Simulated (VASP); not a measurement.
# HfZrS4 (C2/m) in VASP: single point with PBE

Aim: the single point of HfZrS4 with PBE.

Everything below comes from runs of VASP 6.6.1. Logs are shortened: lines on timing, memory, paths and dates and some standing lists are left out, and cuts for length are marked.

### 1 The cell of the first run

Symmetry: C2/m, No. 12, monoclinic system. The conventional cell has a = 14.996 Å, b = 3.669 Å, c = 6.352 Å, α = 90.00°, β = 115.03°, γ = 90.00°. Zr (site symmetry 2/m) has 6 S at 2.57 to 2.58 Å within 3.4 Å. Within 3.4 Å of Hf (site symmetry 2/m) lie 6 S at 2.55 to 2.56 Å. Within 3.4 Å of S (site symmetry m) lie 2 Hf at 2.56 Å and 1 Zr at 2.58 Å. S (site symmetry m) has 1 Hf at 2.55 Å and 2 Zr at 2.57 Å within 3.4 Å.

### 2 Single point, PBE

The input, INCAR:

```
PREC = Accurate ; ENCUT = 520
EDIFF = 1E-6 ; ISMEAR = 0
SIGMA = 0.02 ; LREAL = F
LASPH = T ; NELM = 60
ALGO = Normal ; ISIF = 2
LWAVE = F ; LCHARG = F
GGA = PE ; NBANDS = 32
```

The input, KPOINTS:

```
regular mesh
0
Gamma
  8 8 6
```

The input, POSCAR:

```
HfZrS4
1.0
    7.4972180752     -1.8343953802      0.1148566752
    7.4972180752      1.8343953802      0.1148566752
   -2.7756876875      0.0000000000      5.7133351124
Zr Hf S
1 1 4
Direct
    0.5000000000      0.5000000000      0.5000000000
    0.0000000000      0.0000000000      0.0000000000
    0.3935514477      0.3935514477      0.0580349649
    0.8933470148      0.8933470148      0.5623110917
    0.6064485523      0.6064485523      0.9419650351
    0.1066529852      0.1066529852      0.4376889083
```

Potentials or basis: VASP PAW PBE potentials, release 64 (Zr_sv, Hf_pv, S).

On the command line:

```sh
$ cat potpaw_PBE.64/Zr_sv/POTCAR potpaw_PBE.64/Hf_pv/POTCAR potpaw_PBE.64/S/POTCAR > POTCAR
$ mpirun -np 1 vasp_std > vasp.out
```

OUTCAR:

```text
PREC = Accurate
   ENCUT = 520
   EDIFF = 1E-6
   ISMEAR = 0
   LREAL = F
   LASPH = T
   NELM = 60
   ISIF = 2
   GGA = PE

 ion  position               nearest neighbor table
   1  0.500  0.500  0.500-   6 2.57   6 2.57   4 2.57   4 2.57   3 2.58   5 2.58   2 3.67   2 3.67
                             2 3.67   2 3.67
   2  0.000  0.000  0.000-   4 2.55   6 2.55   5 2.56   5 2.56   3 2.56   3 2.56   1 3.67   1 3.67
                             1 3.67   1 3.67
   3  0.394  0.394  0.058-   2 2.56   2 2.56   1 2.58
   4  0.893  0.893  0.562-   2 2.55   1 2.57   1 2.57
   5  0.606  0.606  0.942-   2 2.56   2 2.56   1 2.58
   6  0.107  0.107  0.438-   2 2.55   1 2.57   1 2.57

  LATTYP: Found a base centered monoclinic cell.
 ALAT       =    14.9961956406
 B/A-ratio  =     0.2446480993
 C/A-ratio  =     0.4235674617
 COS(beta)  =    -0.4231559551

  Lattice vectors:

 A1 = (   7.4972180752,  -1.8343953802,   0.1148566752)
 A2 = (   7.4972180752,   1.8343953802,   0.1148566752)
 A3 = (  -2.7756876875,   0.0000000000,   5.7133351124)

Analysis of symmetry for initial positions (statically):
=====================================================================
 Subroutine PRICEL returns:
 Original cell was already a primitive cell.

 Routine SETGRP: Setting up the symmetry group for a
 base centered monoclinic supercell.

 Subroutine GETGRP returns: Found  4 space group operations
 (whereof  4 operations were pure point group operations)
 out of a pool of  4 trial point group operations.

The static configuration has the point symmetry C_2h.

Analysis of symmetry for dynamics (positions and initial velocities):
=====================================================================
 Subroutine PRICEL returns:
 Original cell was already a primitive cell.

 Routine SETGRP: Setting up the symmetry group for a
 base centered monoclinic supercell.

 Subroutine GETGRP returns: Found  4 space group operations
 (whereof  4 operations were pure point group operations)
 out of a pool of  4 trial point group operations.

The dynamic configuration has the point symmetry C_2h.

 Subroutine INISYM returns: Found  4 space group operations
 (whereof  4 operations are pure point group operations),
 and found     1 'primitive' translations

----------------------------------------------------------------------------------------

                                     Primitive cell

  volume of cell :     158.3191

  direct lattice vectors                    reciprocal lattice vectors
     7.497218075 -1.834395380  0.114856675     0.066198700 -0.272569374  0.032161060
     7.497218075  1.834395380  0.114856675     0.066198700  0.272569374  0.032161060
    -2.775687688  0.000000000  5.713335112    -0.002661620  0.000000000  0.173736033

  length of vectors
     7.719227768  7.719227768  6.351900522     0.282330773  0.282330773  0.173756419

  position of ions in fractional coordinates (direct lattice)
     0.500000000  0.500000000  0.500000000
     0.000000000  0.000000000  0.000000000
     0.393551448  0.393551448  0.058034965
     0.893347015  0.893347015  0.562311092
     0.606448552  0.606448552  0.941965035
     0.106652985  0.106652985  0.437688908

  ion indices of the primitive-cell ions
   primitive index   ion index
                 1           1
                 2           2
                 3           3
                 4           4
                 5           5
                 6           6

----------------------------------------------------------------------------------------

 KPOINTS: regular mesh

Automatic generation of k-mesh.
 Grid dimensions read from file:
 generate k-points for:    8    8    6

 Generating k-lattice:

  Cartesian coordinates                     Fractional coordinates (reciprocal lattice)
     0.008274837 -0.034071172  0.004020133     0.125000000 -0.000000000 -0.000000000
     0.008274837  0.034071172  0.004020133    -0.000000000  0.125000000 -0.000000000
    -0.000443603  0.000000000  0.028956005     0.000000000  0.000000000  0.166666667

  Length of vectors
     0.035291347  0.035291347  0.028959403

  Shift w.r.t. Gamma in fractional coordinates (k-lattice)
     0.000000000  0.000000000  0.000000000

 Subroutine IBZKPT returns following result:
 ===========================================

 Found    114 irreducible k-points:

 Following reciprocal coordinates:
            Coordinates               Weight
  0.000000  0.000000  0.000000      1.000000
  0.125000 -0.000000 -0.000000      4.000000
  0.250000 -0.000000 -0.000000      4.000000
  0.375000  0.000000 -0.000000      4.000000
  0.500000 -0.000000 -0.000000      2.000000
  0.125000  0.125000 -0.000000      2.000000
[... 16 lines left out ...]
  0.125000  0.000000  0.166667      4.000000
  0.250000 -0.000000  0.166667      4.000000
 [... further k-points ...]
   k-points           NKPTS =    114   k-points in BZ     NKDIM =    114   number of bands    NBANDS=     32
   number of dos      NEDOS =    301   number of ions     NIONS =      6
   total plane-waves  NPLWV = 172800
   dimension x,y,z NGX =    60 NGY =   60 NGZ =   48
   dimension x,y,z NGXF=   120 NGYF=  120 NGZF=   96
   ions per type =               1   1   4
   NGX,Y,Z   is equivalent  to a cutoff of  12.92, 12.92, 12.56 a.u.
   NGXF,Y,Z  is equivalent  to a cutoff of  25.84, 25.84, 25.13 a.u.
 SYSTEM =  unknown system
   PREC   = accura    normal or accurate (medium, high low for compatibility)
   ISTART =      0    job   : 0-new  1-cont  2-samecut
   ICHARG =      2    charge: 1-file 2-atom 10-const
   ISPIN  =      1    spin polarized calculation?
   LNONCOLLINEAR =      F non collinear calculations
   LSORBIT =      F    spin-orbit coupling
   LASPH  =      T    aspherical Exc in radial PAW
   ENCUT  =  520.0 eV  38.22 Ry    6.18 a.u.  14.35 14.35 11.81*2*pi/ulx,y,z
   NELM   =     60;   NELMIN=  2; NELMDL= -5     # of ELM steps
   EDIFF  = 0.1E-05   stopping-criterion for ELM
   LREAL  =      F    real-space projection
   EDIFFG = 0.1E-04   stopping-criterion for IOM
   NSW    =      0    number of steps for IOM
   IBRION =     -1    ionic relax: 0-MD 1-quasi-New 2-CG
   NFREE  =      0    steps in history (QN), initial steepest desc. (CG)
   ISIF   =      2    stress and relaxation
   ISYM   =      2    0-nonsym 1-usesym 2-fastsym
   POTIM  = 0.5000    time-step for ionic-motion
   TEBEG  =    0.0;   TEEND  =   0.0 temperature during run
   PSTRESS=    0.0 pullay stress
   NELECT =      46.0000    total number of electrons
   NUPDOWN=      -1.0000    fix difference up-down
   EMIN   =  10.00;   EMAX   =-10.00  energy-range for DOS
   EFERMI =   0.00;   METHOD = LEGACY
   ISMEAR =     0;   SIGMA  =   0.02  broadening in eV -4-tet -1-fermi 0-gaus
   EFERMI_NEDOS =   21; number of points for ismear=-14 and -15
   IALGO  =     38    algorithm
   IMIX   =      4    mixing-type and parameters
     AMIX     =   0.40;   BMIX     =  1.00
     AMIX_MAG =   1.60;   BMIX_MAG =  1.00
  volume/ion in A,a.u.               =      26.39       178.06
  Fermi-wavevector in a.u.,A,eV,Ry     =   1.084301  2.049031 15.996477  1.175708
  Thomas-Fermi vector in A             =   2.220387
   LORBIT       =      0    0 simple, 1 ext, 2 COOP (PROOUT), +10 PAW based schemes
   GGA     = PE    functional components
   LHFCALC =     F    Hartree Fock is set to
   AEXX    =    0.0000 exact exchange contribution
   IVDW    =     0    specifies the selected vdW correction
   LEPSILON=     F    determine dielectric tensor
   LRPA    =     F    only Hartree local field effects (RPA)
 non-spin polarized calculation
 Gauss-broadening in eV      SIGMA  =   0.02
  energy-cutoff  :      520.00
  volume of cell :      158.32
 maximum number of plane-waves:      4287
 NGX is ok and might be reduce to    60
   NGX = 29   NGY = 29   NGZ = 23

 number of electron      46.0000000 magnetization

 Free energy of the ion-electron system (eV)
  ---------------------------------------------------
  ext. energy  EPLUGINS =         0.00000000
  ---------------------------------------------------
  free energy    TOTEN  =       -44.36962198 eV

  energy without entropy =      -44.36962198  energy(sigma->0) =      -44.36962198

 E-fermi :   2.4218     XC(G=0):  -8.6451

 val. band max:        2.3348267517   @ k =   0.0000   0.0000   0.0000
 cond. band min:       3.4960252120   @ k =   0.0000   0.0000   0.0000
 fundamental gap:      1.1611984603
 Fermi energy:         2.4217977615

 k-point     1 :       0.0000    0.0000    0.0000
  band No.  band energies     occupation
      1     -46.5926      2.00000
      2     -28.3044      2.00000
      3     -28.2923      2.00000
      4     -28.2279      2.00000
      5     -24.6312      2.00000
      6     -24.6243      2.00000
[... 24 lines left out ...]
     31       7.6918      0.00000
     32       7.7303      0.00000

 k-point     2 :       0.1250   -0.0000   -0.0000
  band No.  band energies     occupation
      1     -46.5912      2.00000
      2     -28.3012      2.00000
      3     -28.2908      2.00000
      4     -28.2454      2.00000
      5     -24.6266      2.00000
      6     -24.6221      2.00000
[... 24 lines left out ...]
     31       7.5653      0.00000
     32       7.8658      0.00000

 k-point     3 :       0.2500   -0.0000   -0.0000
  band No.  band energies     occupation
      1     -46.5879      2.00000
      2     -28.2935      2.00000
      3     -28.2872      2.00000
      4     -28.2872      2.00000
      5     -24.6219      2.00000
      6     -24.6195      2.00000
[... 24 lines left out ...]
     31       7.2619      0.00000
     32       7.8543      0.00000

 k-point     4 :       0.3750    0.0000   -0.0000
  band No.  band energies     occupation
      1     -46.5846      2.00000
      2     -28.3287      2.00000
      3     -28.2857      2.00000
      4     -28.2835      2.00000
      5     -24.6848      2.00000
      6     -24.6151      2.00000
[... 24 lines left out ...]
     31       7.8372      0.00000
     32       7.9009      0.00000

 k-point     5 :       0.5000   -0.0000   -0.0000
  band No.  band energies     occupation
      1     -46.5833      2.00000
      2     -28.3457      2.00000
      3     -28.2825      2.00000
      4     -28.2820      2.00000
      5     -24.7105      2.00000
      6     -24.6133      2.00000
[... 584 lines left out ...]
     31       7.7590      0.00000
     32       8.4571      0.00000

 k-point    22 :      -0.0000   -0.0000    0.1667
  band No.  band energies     occupation
      1     -46.5926      2.00000
      2     -28.3042      2.00000
      3     -28.2921      2.00000
      4     -28.2279      2.00000
      5     -24.6320      2.00000
      6     -24.6248      2.00000
[... 24 lines left out ...]
     31       7.5922      0.00000
     32       8.0816      0.00000

 k-point    23 :       0.1250    0.0000    0.1667
  band No.  band energies     occupation
      1     -46.5912      2.00000
      2     -28.3010      2.00000
      3     -28.2906      2.00000
      4     -28.2454      2.00000
      5     -24.6274      2.00000
      6     -24.6224      2.00000
[... 24 lines left out ...]
     31       7.6009      0.00000
     32       7.7537      0.00000

 k-point    24 :       0.2500   -0.0000    0.1667
  band No.  band energies     occupation
      1     -46.5879      2.00000
      2     -28.2934      2.00000
      3     -28.2875      2.00000
      4     -28.2869      2.00000
      5     -24.6220      2.00000
      6     -24.6195      2.00000
[... 24 lines left out ...]
     31       7.5881      0.00000
     32       7.6743      0.00000

 [... further k-points ...]
[... 5 lines left out ...]
  --------------------------------------------------------------------------------------
  -------------------------------------------------------------------------------------
  Total       -0.2115679     -0.2810730     -0.2525662      0.0000000      0.0000000      0.0134320
  in kB       -2.1410520     -2.8444379     -2.5559518      0.0000000      0.0000000      0.1359311
  external PRESSURE =      -2.5138139 kB  Pullay stress =       0.0000000 kB

 VOLUME and BASIS-vectors are now :
 -----------------------------------------------------------------------------
  energy-cutoff  :      520.00
  volume of cell :      158.32
      direct lattice vectors                 reciprocal lattice vectors
     7.497218075 -1.834395380  0.114856675     0.066198700 -0.272569374  0.032161060
     7.497218075  1.834395380  0.114856675     0.066198700  0.272569374  0.032161060
    -2.775687688  0.000000000  5.713335112    -0.002661620  0.000000000  0.173736033

 POSITION                                       TOTAL-FORCE (eV/Angst)
 -----------------------------------------------------------------------------------
      6.10937      0.00000      2.97152        -0.000000     -0.000000      0.000000
      0.00000      0.00000      0.00000        -0.000000      0.000000      0.000000
      5.74000      0.00000      0.42198         0.054283      0.000000     -0.011898
     11.83443      0.00000      3.41789         0.000221      0.000000      0.041222
      6.47875      0.00000      5.52107        -0.054283      0.000000      0.011898
      0.38431      0.00000      2.52516        -0.000221      0.000000     -0.041222
 -----------------------------------------------------------------------------------
    total drift:                                0.000000      0.000000     -0.000000

  FREE ENERGIE OF THE ION-ELECTRON SYSTEM (eV)
  ---------------------------------------------------
  free  energy   TOTEN  =       -44.3696219849 eV

  energy  without entropy=      -44.3696219849  energy(sigma->0) =      -44.36962198
```

It took 31 min on 1 thread of Intel Xeon 8259CL, shared host; peak memory 0.78 GiB.

What came out:

| Item | Value |
| --- | --- |
| Free energy | -44.3696 eV |
| Pressure | -0.3 GPa |
| Largest force | 0.056 eV/Å |
| Band gap on the k mesh | 1.16 eV |

Forces on the atoms (eV/Å):
```
Zr   0.000  0.000  0.000
Hf   0.000  0.000  0.000
S    0.054  0.000 -0.012
S    0.000  0.000  0.041
S   -0.054  0.000  0.012
S    0.000  0.000 -0.041
```

Levels at points of the mesh, in eV from the valence-band top:
```csv
k point,band 19,band 20,band 21,band 22,band 23,band 24,band 25,band 26,band 27,band 28
"(0.00, 0.00, 0.00)",-1.03,-0.97,-0.43,0.00,0.00,1.16,1.85,1.90,2.55,3.72
"(0.50, 0.00, 0.00)",-2.02,-2.01,-1.92,-1.17,-1.05,2.23,2.67,2.74,3.16,3.49
"(0.50, 0.50, 0.00)",-1.35,-1.17,-1.02,-0.02,-0.02,1.26,1.85,1.90,2.76,3.72
"(0.00, 0.00, 0.50)",-2.26,-0.87,-0.83,-0.40,-0.37,1.44,1.73,2.81,3.31,3.34
"(0.50, 0.00, 0.50)",-2.16,-1.36,-1.07,-1.00,-0.94,1.16,1.29,3.46,3.75,3.94
"(0.50, 0.50, 0.50)",-2.20,-0.91,-0.86,-0.55,-0.52,1.50,1.78,2.81,3.13,3.34
```

Caveat: spin-orbit coupling is left out, which moves the levels of the heavy elements.
